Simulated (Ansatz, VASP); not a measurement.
**TaN in VASP and in Ansatz**

File INCAR:

```
SYSTEM = TaN
ALGO = Normal
EDIFF = 1E-8
ENCUT = 520
GGA = CA
GGA_COMPAT = .False.
ISIF = 2
ISMEAR = -1
LASPH = .True.
LCHARG = .False.
LEFG = .True.
LREAL = .False.
LWAVE = .False.
NBANDS = 36
NELM = 120
PREC = Accurate
SIGMA = 0.03
```

File KPOINTS:

```
k-points
0
Gamma
  5 5 8
  0 0 0
```

Contents of POSCAR:

```
TaN
1.0
    5.1149231080      0.0000000000      0.0000000000
   -2.5574615540      4.4296533499      0.0000000000
    0.0000000000      0.0000000000      2.8686978849
Ta N
3 3
Direct
    0.0000000000      0.0000000000      0.0000000000
    0.3333333333      0.6666666667      0.5000000000
    0.6666666667      0.3333333333      0.5000000000
    0.5000000000      0.0000000000      0.0000000000
    0.5000000000      0.5000000000      0.0000000000
    0.0000000000      0.5000000000      0.0000000000
```

Input for Ansatz:

```yaml
crystal:
  lattice:
    - [5.114923108, 0.0, 0.0]
    - [-2.557461554, 4.4296533499, 0.0]
    - [0.0, 0.0, 2.8686978849]
  atoms:
    - { symbol: Ta, position: [0.0, 0.0, 0.0] }
    - { symbol: Ta, position: [0.3333333333, 0.6666666667, 0.5] }
    - { symbol: Ta, position: [0.6666666667, 0.3333333333, 0.5] }
    - { symbol: "N", position: [0.5, 0.0, 0.0] }
    - { symbol: "N", position: [0.5, 0.5, 0.0] }
    - { symbol: "N", position: [0.0, 0.5, 0.0] }
kpoints:
  mp_grid: { grid: [5, 5, 8] }
scf:
  occupations: { method: fermi_dirac, width: 0.03 }
hamiltonian:
  xc: lda
  pseudopotentials: { kind: paw }
output:
  forces: true
  stress: true
  eigenvalues: true
  efg: { contact_densities: true }
  write_density: true
  write_potential: true
  elf: true
  volumetric_format: npy
```

Change from the starting cell: volume scaled by 0.96, PAW files.

Alike in both runs: task electric field gradients; functional LDA; k mesh 5 × 5 × 8; occupations fermi-dirac, width 0.03 eV; no spin polarisation.

|  | VASP | Ansatz |
| --- | --- | --- |
| version | VASP 6.6.1 | Ansatz 0.2.0 |
| potentials or method | VASP PAW LDA potentials, release 64 (Ta_sv_GW, N) | PAW with Ansatz's default frozen-core files, scalar-relativistic |
| plane-wave cutoff (eV) | 520 | 420 |
| valence electrons in the cell | 54 | 54 |

VASP gave:

```
size of Vzz on the site where it differs most (V/Å²) : 413.6
```

Task: Which values does Ansatz return?

Result: Size of Vzz on the site where it differs most (V/Å²): 460.1.

LDA's correlation is that of Perdew and Zunger in VASP and of Perdew and Wang (1992) in Ansatz.

Neither program's run includes spin-orbit coupling.
